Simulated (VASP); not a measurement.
# SrO in VASP: further runs

SrO is run at these levels: PBE; tasks: single point.

Program: VASP 6.6.1. These are calculated values, not measurements. Logs are shortened: lines on timing, memory, paths and dates and some standing lists are left out, and cuts for length are marked.

### Step 1. The cell of the first run

The cell holds a wire with vacuum, 2 atoms: a = 9.000 Å, b = 9.300 Å, c = 4.483 Å, α = 90.00°, β = 90.00°, γ = 90.00°.

### Step 2. Single point, PBE, collinear spin, ferromagnetic start

File INCAR:

```
SYSTEM = SrO
PREC = Accurate
ENCUT = 520
EDIFF = 1E-7
ISMEAR = 0
SIGMA = 0.05
LREAL = .FALSE.
LASPH = .TRUE.
NELM = 150
ALGO = Normal
ISIF = 2
LWAVE = .FALSE.
LCHARG = .FALSE.
ISPIN = 2
MAGMOM = 0.5 0.5
LORBIT = 11
GGA = PE
NBANDS = 19
```

File KPOINTS:

```
Automatic mesh
0
G
  1 1 14
  0 0 0
```

File POSCAR:

```
SrO
1.0
    9.0000000000      0.0000000000      0.0000000000
    0.0000000000      9.3000000000      0.0000000000
    0.0000000000      0.0000000000      4.4828159508
Sr O
1 1
Direct
    0.5000000000      0.5000000000      0.0000000000
    0.5000000000      0.5000000000      0.5000000000
```

Potentials or basis: VASP PAW PBE potentials, release 64 (Sr_sv, O).

The run is started by

```bash
$ cat potpaw_PBE.64/Sr_sv/POTCAR potpaw_PBE.64/O/POTCAR > POTCAR
$ mpirun -np 1 vasp_std > vasp.out
```

OUTCAR:

```text
SYSTEM = SrO
   PREC = Accurate
   ENCUT = 520
   EDIFF = 1E-7
   ISMEAR = 0
   LREAL = .FALSE.
   LASPH = .TRUE.
   NELM = 150
   ISIF = 2
   ISPIN = 2
   LORBIT = 11
   GGA = PE

 ion  position               nearest neighbor table
   1  0.500  0.500  0.000-   2 2.24   2 2.24
   2  0.500  0.500  0.500-   1 2.24   1 2.24

  LATTYP: Found a simple orthorhombic cell.
 ALAT       =     4.4828159508
 B/A-ratio  =     2.0076666316
 C/A-ratio  =     2.0745888526

  Lattice vectors:

 A1 = (   0.0000000000,   0.0000000000,   4.4828159508)
 A2 = (   9.0000000000,   0.0000000000,   0.0000000000)
 A3 = (   0.0000000000,   9.3000000000,   0.0000000000)

Analysis of symmetry for initial positions (statically):
=====================================================================
 Subroutine PRICEL returns:
 Original cell was already a primitive cell.

 Routine SETGRP: Setting up the symmetry group for a
 simple orthorhombic supercell.

 Subroutine GETGRP returns: Found  8 space group operations
 (whereof  8 operations were pure point group operations)
 out of a pool of  8 trial point group operations.

The static configuration has the point symmetry D_2h.

Analysis of symmetry for dynamics (positions and initial velocities):
=====================================================================
 Subroutine PRICEL returns:
 Original cell was already a primitive cell.

 Routine SETGRP: Setting up the symmetry group for a
 simple orthorhombic supercell.

 Subroutine GETGRP returns: Found  8 space group operations
 (whereof  8 operations were pure point group operations)
 out of a pool of  8 trial point group operations.

The dynamic configuration has the point symmetry D_2h.

Analysis of structural, dynamic, and magnetic symmetry:
=====================================================================
 Subroutine PRICEL returns:
 Original cell was already a primitive cell.

 Routine SETGRP: Setting up the symmetry group for a
 simple orthorhombic supercell.

 Subroutine GETGRP returns: Found  8 space group operations
 (whereof  8 operations were pure point group operations)
 out of a pool of  8 trial point group operations.

The overall configuration has the point symmetry D_2h.

 Subroutine INISYM returns: Found  8 space group operations
 (whereof  8 operations are pure point group operations),
 and found     1 'primitive' translations

----------------------------------------------------------------------------------------

                                     Primitive cell

  volume of cell :     375.2117

  direct lattice vectors                    reciprocal lattice vectors
     9.000000000  0.000000000  0.000000000     0.111111111  0.000000000  0.000000000
     0.000000000  9.300000000  0.000000000     0.000000000  0.107526882  0.000000000
     0.000000000  0.000000000  4.482815951     0.000000000  0.000000000  0.223074070

  length of vectors
     9.000000000  9.300000000  4.482815951     0.111111111  0.107526882  0.223074070

  position of ions in fractional coordinates (direct lattice)
     0.500000000  0.500000000  0.000000000
     0.500000000  0.500000000  0.500000000

  ion indices of the primitive-cell ions
   primitive index   ion index
                 1           1
                 2           2

----------------------------------------------------------------------------------------

 KPOINTS: Automatic mesh

Automatic generation of k-mesh.
 Grid dimensions read from file:
 generate k-points for:    1    1   14

 Generating k-lattice:

  Cartesian coordinates                     Fractional coordinates (reciprocal lattice)
     0.111111111  0.000000000  0.000000000     1.000000000  0.000000000  0.000000000
     0.000000000  0.107526882  0.000000000     0.000000000  1.000000000  0.000000000
     0.000000000  0.000000000  0.015933862     0.000000000  0.000000000  0.071428571

  Length of vectors
     0.111111111  0.107526882  0.015933862

  Shift w.r.t. Gamma in fractional coordinates (k-lattice)
     0.000000000  0.000000000  0.000000000

 Subroutine IBZKPT returns following result:
 ===========================================

 Found      8 irreducible k-points:

 Following reciprocal coordinates:
            Coordinates               Weight
  0.000000  0.000000  0.000000      1.000000
  0.000000  0.000000  0.071429      2.000000
  0.000000  0.000000  0.142857      2.000000
  0.000000  0.000000  0.214286      2.000000
  0.000000  0.000000  0.285714      2.000000
  0.000000  0.000000  0.357143      2.000000
  0.000000  0.000000  0.428571      2.000000
  0.000000  0.000000  0.500000      1.000000
   k-points           NKPTS =      8   k-points in BZ     NKDIM =      8   number of bands    NBANDS=     19
   number of dos      NEDOS =    301   number of ions     NIONS =      2
   total plane-waves  NPLWV = 176400
   dimension x,y,z NGX =    70 NGY =   70 NGZ =   36
   dimension x,y,z NGXF=   140 NGYF=  140 NGZF=   72
   ions per type =               1   1
   NGX,Y,Z   is equivalent  to a cutoff of  12.93, 12.51, 13.35 a.u.
   NGXF,Y,Z  is equivalent  to a cutoff of  25.86, 25.03, 26.70 a.u.
 SYSTEM =  SrO
   PREC   = accura    normal or accurate (medium, high low for compatibility)
   ISTART =      0    job   : 0-new  1-cont  2-samecut
   ICHARG =      2    charge: 1-file 2-atom 10-const
   ISPIN  =      2    spin polarized calculation?
   LNONCOLLINEAR =      F non collinear calculations
   LSORBIT =      F    spin-orbit coupling
   LASPH  =      T    aspherical Exc in radial PAW
   ENCUT  =  520.0 eV  38.22 Ry    6.18 a.u.  16.73 17.29  8.34*2*pi/ulx,y,z
   NELM   =    150;   NELMIN=  2; NELMDL= -5     # of ELM steps
   EDIFF  = 0.1E-06   stopping-criterion for ELM
   LREAL  =      F    real-space projection
   EDIFFG = 0.1E-05   stopping-criterion for IOM
   NSW    =      0    number of steps for IOM
   IBRION =     -1    ionic relax: 0-MD 1-quasi-New 2-CG
   NFREE  =      0    steps in history (QN), initial steepest desc. (CG)
   ISIF   =      2    stress and relaxation
   ISYM   =      2    0-nonsym 1-usesym 2-fastsym
   POTIM  = 0.5000    time-step for ionic-motion
   TEBEG  =    0.0;   TEEND  =   0.0 temperature during run
   PSTRESS=    0.0 pullay stress
   NELECT =      16.0000    total number of electrons
   NUPDOWN=      -1.0000    fix difference up-down
   EMIN   =  10.00;   EMAX   =-10.00  energy-range for DOS
   EFERMI =   0.00;   METHOD = LEGACY
   ISMEAR =     0;   SIGMA  =   0.05  broadening in eV -4-tet -1-fermi 0-gaus
   EFERMI_NEDOS =   21; number of points for ismear=-14 and -15
   IALGO  =     38    algorithm
   IMIX   =      4    mixing-type and parameters
     AMIX     =   0.40;   BMIX     =  1.00
     AMIX_MAG =   1.60;   BMIX_MAG =  1.00
  volume/ion in A,a.u.               =     187.61      1266.03
  Fermi-wavevector in a.u.,A,eV,Ry     =   0.571947  1.080824  4.450789  0.327124
  Thomas-Fermi vector in A             =   1.612620
   LORBIT       =     11    0 simple, 1 ext, 2 COOP (PROOUT), +10 PAW based schemes
   GGA     = PE    functional components
   LHFCALC =     F    Hartree Fock is set to
   AEXX    =    0.0000 exact exchange contribution
   IVDW    =     0    specifies the selected vdW correction
   LEPSILON=     F    determine dielectric tensor
   LRPA    =     F    only Hartree local field effects (RPA)
 spin polarized calculation
 Gauss-broadening in eV      SIGMA  =   0.05
  energy-cutoff  :      520.00
  volume of cell :      375.21
 maximum number of plane-waves:     10143
 NGX is ok and might be reduce to    70
   NGX = 33   NGY = 35   NGZ = 17

 number of electron      15.9999998 magnetization      -0.0000006

 number of electron      15.9999998 magnetization       0.0000023

 Free energy of the ion-electron system (eV)
  ---------------------------------------------------
  ext. energy  EPLUGINS =         0.00000000
  ---------------------------------------------------
  free energy    TOTEN  =        -9.31024997 eV

  energy without entropy =       -9.31024997  energy(sigma->0) =       -9.31024997

 E-fermi :  -1.4518     XC(G=0):  -2.0954

 val. band max:       -1.6874497203   @ k =   0.0000   0.0000   0.0000
 cond. band min:      -1.2144249663   @ k =   0.0000   0.0000   0.0000
 fundamental gap:      0.4730247540
 Fermi energy:        -1.4517969564

 spin component 1

 k-point     1 :       0.0000    0.0000    0.0000
  band No.  band energies     occupation
      1     -36.8502      1.00000
      2     -19.1655      1.00000
      3     -19.1654      1.00000
      4     -18.6066      1.00000
      5     -17.3295      1.00000
      6      -2.8655      1.00000
[... 11 lines left out ...]
     18       3.0581      0.00000
     19       3.3515      0.00000

 k-point     2 :       0.0000    0.0000    0.0714
  band No.  band energies     occupation
      1     -36.8498      1.00000
      2     -19.1649      1.00000
      3     -19.1648      1.00000
      4     -18.7440      1.00000
      5     -17.1568      1.00000
      6      -2.8937      1.00000
[... 11 lines left out ...]
     18       3.1182      0.00000
     19       3.1211      0.00000

 k-point     3 :       0.0000    0.0000    0.1429
  band No.  band energies     occupation
      1     -36.8486      1.00000
      2     -19.1632      1.00000
      3     -19.1631      1.00000
      4     -19.0243      1.00000
      5     -16.7750      1.00000
      6      -2.9705      1.00000
[... 81 lines left out ...]
  band No.  band energies     occupation
      1     -36.8420      1.00000
      2     -19.8574      1.00000
      3     -19.1537      1.00000
      4     -19.1536      1.00000
      5     -15.3109      1.00000
      6      -4.0215      1.00000
[... 11 lines left out ...]
     18       3.1178      0.00000
     19       3.8700      0.00000

 k-point     8 :       0.0000    0.0000    0.5000
  band No.  band energies     occupation
      1     -36.8416      1.00000
      2     -19.8958      1.00000
      3     -19.1531      1.00000
      4     -19.1530      1.00000
      5     -15.2261      1.00000
      6      -4.1329      1.00000
[... 11 lines left out ...]
     18       3.0200      0.00000
     19       3.6783      0.00000
 Fermi energy:        -1.4517969564

 spin component 2

 k-point     1 :       0.0000    0.0000    0.0000
  band No.  band energies     occupation
      1     -36.8502      1.00000
      2     -19.1655      1.00000
      3     -19.1654      1.00000
      4     -18.6066      1.00000
      5     -17.3295      1.00000
      6      -2.8655      1.00000
[... 11 lines left out ...]
     18       3.0581      0.00000
     19       3.0593      0.00000

 k-point     2 :       0.0000    0.0000    0.0714
  band No.  band energies     occupation
      1     -36.8498      1.00000
      2     -19.1649      1.00000
      3     -19.1648      1.00000
      4     -18.7440      1.00000
      5     -17.1568      1.00000
      6      -2.8937      1.00000
[... 11 lines left out ...]
     18       3.1183      0.00000
     19       3.1212      0.00000

 k-point     3 :       0.0000    0.0000    0.1429
  band No.  band energies     occupation
      1     -36.8486      1.00000
      2     -19.1632      1.00000
      3     -19.1631      1.00000
      4     -19.0243      1.00000
      5     -16.7750      1.00000
      6      -2.9705      1.00000
[... 82 lines left out ...]
      1     -36.8420      1.00000
      2     -19.8574      1.00000
      3     -19.1537      1.00000
      4     -19.1536      1.00000
      5     -15.3108      1.00000
      6      -4.0215      1.00000
[... 11 lines left out ...]
     18       3.1181      0.00000
     19       3.8754      0.00000

 k-point     8 :       0.0000    0.0000    0.5000
  band No.  band energies     occupation
      1     -36.8416      1.00000
      2     -19.8958      1.00000
      3     -19.1531      1.00000
      4     -19.1530      1.00000
      5     -15.2261      1.00000
      6      -4.1329      1.00000
[... 11 lines left out ...]
     18       3.0199      0.00000
     19       3.6842      0.00000

------------------------ aborting loop because EDIFF is reached ----------------------------------------

  FORCE on cell =-STRESS in cart. coord.  units (eV):
  Direction    XX          YY          ZZ          XY          YZ          ZX
  --------------------------------------------------------------------------------------
  -------------------------------------------------------------------------------------
  Total        0.0196161      0.0095717      0.5830890      0.0000000      0.0000000      0.0000000
  in kB        0.0837621      0.0408716      2.4898265      0.0000000      0.0000000      0.0000000
  external PRESSURE =       0.8714868 kB  Pullay stress =       0.0000000 kB

 VOLUME and BASIS-vectors are now :
 -----------------------------------------------------------------------------
  energy-cutoff  :      520.00
  volume of cell :      375.21
      direct lattice vectors                 reciprocal lattice vectors
     9.000000000  0.000000000  0.000000000     0.111111111  0.000000000  0.000000000
     0.000000000  9.300000000  0.000000000     0.000000000  0.107526882  0.000000000
     0.000000000  0.000000000  4.482815951     0.000000000  0.000000000  0.223074070

 POSITION                                       TOTAL-FORCE (eV/Angst)
 -----------------------------------------------------------------------------------
      4.50000      4.65000      0.00000         0.000000      0.000000      0.000000
      4.50000      4.65000      2.24141         0.000000      0.000000      0.000000
 -----------------------------------------------------------------------------------
    total drift:                                0.000000      0.000000      0.000000

  FREE ENERGIE OF THE ION-ELECTRON SYSTEM (eV)
  ---------------------------------------------------
  free  energy   TOTEN  =        -9.3102499731 eV

  energy  without entropy=       -9.3102499731  energy(sigma->0) =       -9.31024997

 total charge

# of ion       s       p       d       tot
------------------------------------------
    1        2.001   5.815   0.285   8.101
    2        1.566   3.381   0.000   4.947
--------------------------------------------------
tot          3.567   9.196   0.285  13.048

 magnetization (x)

# of ion       s       p       d       tot
------------------------------------------
    1       -0.000   0.000  -0.000  -0.000
    2        0.000   0.000   0.000   0.000
--------------------------------------------------
tot          0.000   0.000  -0.000   0.000
```

Wall time 3.2 min (1 thread of Intel Xeon Platinum 8375C at 2.90GHz (Ice Lake), shared host); peak memory 0.6 GiB.

What came out:

* Free energy: -9.3102 eV
* Band gap on the k mesh: 0.47 eV, direct
* Net moment: 0.00 μB per cell
* Valence electrons inside the program's atomic spheres: Sr 8.10; O 4.95

Levels at points of the mesh, in eV from the valence-band top:
Spin up:
| k point | band 6 | band 7 | band 8 | band 9 | band 10 | band 11 |
| --- | --- | --- | --- | --- | --- | --- |
| (0.00, 0.00, 0.00) | -1.18 | -1.18 | 0.00 | 0.47 | 2.31 | 2.61 |
| (0.00, 0.00, 0.50) | -2.45 | -1.68 | -1.68 | 1.69 | 2.93 | 3.31 |
Spin down:
```
           k point  band 6  band 7  band 8  band 9  band 10  band 11
(0.00, 0.00, 0.00)   -1.18   -1.18    0.00    0.47     2.31     2.61
(0.00, 0.00, 0.50)   -2.45   -1.68   -1.68    1.69     2.94     3.31
```

### Step 3. Single point, PBE, collinear spin, ferromagnetic start

File INCAR:

```
SYSTEM = SrO
PREC     = Accurate       ! precision mode
ENCUT    = 520            ! plane-wave cutoff, eV
EDIFF    = 1E-7           ! SCF threshold, eV
ISMEAR   = 0              ! smearing method
SIGMA    = 0.05           ! smearing width, eV
LREAL    = .FALSE.        ! projectors in reciprocal space
LASPH    = .TRUE.         ! aspherical terms in the spheres
NELM     = 150            ! most SCF steps
ALGO     = Normal         ! electronic algorithm
ISIF     = 2              ! what is computed and relaxed
LWAVE    = .FALSE.        ! write WAVECAR
LCHARG   = .FALSE.        ! write CHGCAR
ISPIN    = 2              ! spin polarisation
MAGMOM   = 0.5 0.5        ! initial moments
LORBIT   = 11             ! projections on sites
GGA      = PE             ! functional
NBANDS   = 19             ! bands
```

File KPOINTS:

```
regular mesh
0
G
  1 1 14
  0 0 0
```

File POSCAR:

```
SrO
1.0
    9.0000000000      0.0000000000      0.0000000000
    0.0000000000      9.3000000000      0.0000000000
    0.0000000000      0.0000000000      4.4824270217
Sr O
1 1
Direct
    0.5000000000      0.5000000000     -0.0174991370
    0.5000000000      0.5000000000      0.4824991370
```

Potentials or basis: VASP PAW PBE potentials, release 64 (Sr_sv, O).

The run is started by

```bash
$ cat potpaw_PBE.64/Sr_sv/POTCAR potpaw_PBE.64/O/POTCAR > POTCAR
$ mpirun -np 1 vasp_std > vasp.out
```

Run time: 3.1 min. Hardware: 1 thread of Intel Xeon Platinum 8375C at 2.90GHz (Ice Lake), shared host; peak memory 0.59 GiB.

It converged, with:

- Free energy: -9.3102 eV
- Band gap on the k mesh: 0.47 eV, direct
- Net moment: 0.00 μB per cell
- Valence electrons inside the program's atomic spheres: Sr 8.10; O 4.95

Levels at points of the mesh, in eV from the valence-band top:
Spin up:
| k point | band 6 | band 7 | band 8 | band 9 | band 10 | band 11 |
| --- | --- | --- | --- | --- | --- | --- |
| (0.00, 0.00, 0.00) | -1.18 | -1.18 | 0.00 | 0.47 | 2.31 | 2.61 |
| (0.00, 0.00, 0.50) | -2.45 | -1.68 | -1.68 | 1.69 | 2.93 | 3.30 |
Spin down:
| k point | band 4 | band 5 | band 6 | band 7 | band 8 | band 9 | band 10 | band 11 | band 12 | band 13 |
| --- | --- | --- | --- | --- | --- | --- | --- | --- | --- | --- |
| (0.00, 0.00, 0.00) | -16.92 | -15.64 | -1.18 | -1.18 | 0.00 | 0.47 | 2.31 | 2.61 | 2.71 | 2.83 |
| (0.00, 0.00, 0.50) | -17.47 | -13.54 | -2.45 | -1.68 | -1.68 | 1.69 | 2.93 | 3.30 | 3.48 | 3.87 |

(Part 1 of 2 ends here.)
